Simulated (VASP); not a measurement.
# Ge4Pd: single point with PBE

Ge4Pd:

```
Ge Pd
1.0
     3.28068    0.00000    0.00000
    -1.64034    2.84115    0.00000
     0.00000    0.00000    9.80534
Ge Pd
4 1
Direct
  0.33333 0.66667 0.81535
  0.33333 0.66667 0.39438
  0.66667 0.33333 0.18465
  0.66667 0.33333 0.60562
  0.00000 0.00000 0.00000
```

The cell was built from a structure type or drawn by symmetry, and may not be a known phase.

| Quantity | Value |
| --- | --- |
| Program | VASP 6.6.1 |
| Task | single point |
| Functional | PBE |
| Potentials or basis | VASP PAW PBE potentials, release 64 (Ge_d, Pd) |
| Cutoff | 520 eV |
| k mesh | 6 × 6 × 2 |
| Occupations | gaussian, width 0.1 eV |
| Spin | collinear spin |
| Starting moments | [0.0, 0.0, 0.0, 0.0, 1.0] μB |
| Dipole correction | no |
| Further INCAR settings | ALGO = Normal; EDIFF = 1e-06; NBANDS = 45 |

```yaml
Pressure: 0.1 GPa
Largest_force: 0.032 eV/Å
Band_gap_on_the_k_mesh: zero (filled and empty bands overlap)
Net_moment: 0.00 μB per cell
Valence_electrons_inside_the_program's_atomic_spheres: Ge 12.23, 12.20 (each value once); Pd 9.50
```

Forces in eV/Å, atoms in the order of the input:
```
Ge   0.000  0.000  0.001
Ge   0.000  0.000  0.032
Ge   0.000  0.000 -0.001
Ge   0.000  0.000 -0.032
Pd   0.000  0.000  0.000
```

Stress tensor (GPa, compression positive):
```
-0.04  0.00  0.00
 0.00 -0.04  0.00
 0.00  0.00  0.43
```

Levels at points of the mesh, in eV from the Fermi level:
Spin up:
```csv
k point,band 30,band 31,band 32,band 33,band 34,band 35,band 36,band 37
"(0.00, 0.00, 0.00)",-2.91,1.17,3.32,3.75,3.75,4.44,4.44,6.03
"(0.50, 0.00, 0.00)",-2.03,-1.53,-1.49,-0.60,-0.27,0.47,1.77,2.37
"(0.00, 0.00, 0.50)",-2.88,-0.69,3.62,3.62,4.88,4.88,5.44,5.44
"(0.50, 0.00, 0.50)",-3.08,-2.54,-2.03,-0.47,0.78,1.40,1.49,2.59
```
Spin down:
```tsv
k point	band 29	band 30	band 31	band 32	band 33	band 34	band 35	band 36	band 37	band 38
(0.00, 0.00, 0.00)	-2.91	-2.91	1.17	3.32	3.75	3.75	4.44	4.44	6.03	6.03
(0.50, 0.00, 0.00)	-3.54	-2.03	-1.53	-1.49	-0.60	-0.27	0.47	1.77	2.37	3.04
(0.00, 0.00, 0.50)	-2.91	-2.88	-0.69	3.62	3.62	4.88	4.88	5.44	5.44	5.55
(0.50, 0.00, 0.50)	-3.35	-3.08	-2.54	-2.03	-0.47	0.78	1.40	1.49	2.59	3.30
```

It took 120 s on 1 thread of Intel Xeon 8259CL (shared host), peak memory 0.28 GiB.

Caveat: the k points lie up to 0.37 Å⁻¹ apart, too coarse for converged energies and pressures of a metal.
